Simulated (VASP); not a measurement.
A run of VASP 6.6.1 is set up as follows.

The input INCAR:

```
SYSTEM = LiCl
PREC = Accurate
ENCUT = 520
EDIFF = 1E-6
ISMEAR = 0
SIGMA = 0.02
LREAL = .FALSE.
LASPH = .TRUE.
NELM = 80
ALGO = Normal
ISIF = 2
LWAVE = .FALSE.
LCHARG = .FALSE.
GGA = PE
NBANDS = 30
```

The input KPOINTS:

```
regular mesh
0
G
  6 6 2
  0 0 0
```

File POSCAR:

```
LiCl
1.0
    3.7381639244      0.0000000000      0.0000000000
   -1.8690819622      3.2373449221      0.0000000000
    0.0000000000      0.0000000000     12.4087097917
Li Cl
4 4
Direct
    0.3333333333      0.6666666667      0.8767234304
    0.6666666667      0.3333333333      0.1232765696
    0.6666666667      0.3333333333      0.3767234304
    0.3333333333      0.6666666667      0.6232765696
    0.6666666667      0.3333333333      0.7500000000
    0.0000000000      0.0000000000      0.0000000000
    0.3333333333      0.6666666667      0.2500000000
    0.0000000000      0.0000000000      0.5000000000
```

Potentials or basis: VASP PAW PBE potentials, release 64 (Li_sv, Cl).

The run is started by

```bash
$ cat potpaw_PBE.64/Li_sv/POTCAR potpaw_PBE.64/Cl/POTCAR > POTCAR
$ mpirun -np 1 vasp_std > vasp.out
```

Question: What does it give for the largest force?

Answer: 0.007 eV/Å.

Question: What does it give for the band gap on the k mesh?

Answer: 5.72 eV, direct.

Forces in eV/Å, atoms in the order of the input:
```
Li   0.000  0.000  0.007
Li   0.000  0.000 -0.007
Li   0.000  0.000  0.007
Li   0.000  0.000 -0.007
Cl   0.000  0.000  0.000
Cl   0.000  0.000  0.000
Cl   0.000  0.000  0.000
Cl   0.000  0.000  0.000
```

 A k mesh can miss the band edges.
